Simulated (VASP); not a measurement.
Here is a VASP 6.6.1 calculation.

The input INCAR:

```
SYSTEM = SiC
ALGO = Normal ; EDIFF = 1E-6
ENCUT = 520 ; GGA = PE
ISIF = 2 ; ISMEAR = 0
LASPH = .TRUE. ; LCHARG = .TRUE.
LELF = .TRUE. ; LREAL = .FALSE.
LVHAR = .TRUE. ; LWAVE = .FALSE.
NBANDS = 11 ; NELM = 100
PREC = Accurate ; SIGMA = 0.05
```

KPOINTS

```
k-points
0
G
  10 10 10
  0 0 0
```

POSCAR

```
SiC
1.0
    0.0000000000      2.1679601061      2.2008079865
    2.2008079865      0.0000000000      2.2008079865
    2.2008079865      2.1679601061      0.0000000000
Si C
1 1
Direct
    0.0000000000      0.0000000000      0.0000000000
    0.7500000000      0.7500000000      0.7500000000
```

Potentials or basis: VASP PAW PBE potentials, release 64 (Si, C).

Launch:

```sh
$ cat potpaw_PBE.64/Si/POTCAR potpaw_PBE.64/C/POTCAR > POTCAR
$ mpirun -np 1 vasp_std > vasp.out
```

(1) What does it give for the band gap on the k mesh?

(2) What does it give for the pressure?

Results:

(1) 1.22 eV, indirect (least direct gap 4.51 eV).

(2) 0.0 GPa.

Caveat: the cell differs from its parent crystal (strain +e along x and -e along y +0.0000, strain +e along z and -e/2 along x and y -0.0100).
